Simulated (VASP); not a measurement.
Here is a VASP 6.6.1 calculation.

Contents of INCAR:

```
SYSTEM = AlN
PREC     = Accurate       ! precision mode
ENCUT    = 520            ! plane-wave cutoff, eV
EDIFF    = 1E-6           ! SCF threshold, eV
ISMEAR   = 0              ! smearing method
SIGMA    = 0.05           ! smearing width, eV
LREAL    = .False.        ! projectors in reciprocal space
LASPH    = .True.         ! aspherical terms in the spheres
NELM     = 60             ! most SCF steps
ALGO     = Normal         ! electronic algorithm
ISIF     = 2              ! what is computed and relaxed
LWAVE    = .False.        ! write WAVECAR
LCHARG   = .False.        ! write CHGCAR
NBANDS   = 26             ! bands
```

KPOINTS

```
regular mesh
0
Gamma
  8 6 4
  0 0 0
```

The input POSCAR:

```
AlN
1.0
   -1.6378403119      2.8368226349      0.0000000000
    0.0000000000      0.0000000000      4.1006264518
    4.9135209358      2.8368226349      0.0000000000
Al N
4 4
Direct
    0.5932778971      0.7500000000      0.2482322701
    1.0000000000      0.7500000000      0.6666666667
    0.0000000000      0.2500000000      0.3333333333
    0.5000000000      0.2500000000      0.8333333333
    0.5000000000      0.2500000000      0.1666666667
    1.0000000000      0.2500000000      0.6666666667
    0.0000000000      0.7500000000      0.3333333333
    0.5000000000      0.7500000000      0.8333333333
```

Potentials or basis: VASP PAW LDA potentials, release 64 (Al, N).

Launch:

```bash
$ cat potpaw_LDA.64/Al/POTCAR potpaw_LDA.64/N/POTCAR > POTCAR
$ mpirun -np 1 vasp_std > vasp.out
```

**Question.** Estimate the band gap on the k mesh.

**Answer.** 2.75 eV, direct.

**Question.** Predict the largest force.

**Answer.** 23.917 eV/Å.

**Question.** Estimate the pressure.

**Answer.** 18.8 GPa.

Forces on the atoms (eV/Å):
```
Al    1.194 -23.888   0.000
Al    1.772   1.353   0.000
Al   -0.678   0.912   0.000
Al    0.506   0.217   0.000
N     1.404   1.549   0.000
N    -0.838  -0.472   0.000
N    -3.086  20.162   0.000
N    -0.275   0.167   0.000
```

Caveat: the cell differs from its parent crystal (atom 1 (Al) moved by +0.248 Å along [1 0 0] and +0.496 Å along [1 2 0]); forces of over 1 eV/Å act on the atoms, so gaps and moduli don't describe the material at rest. A k mesh can miss the band edges.
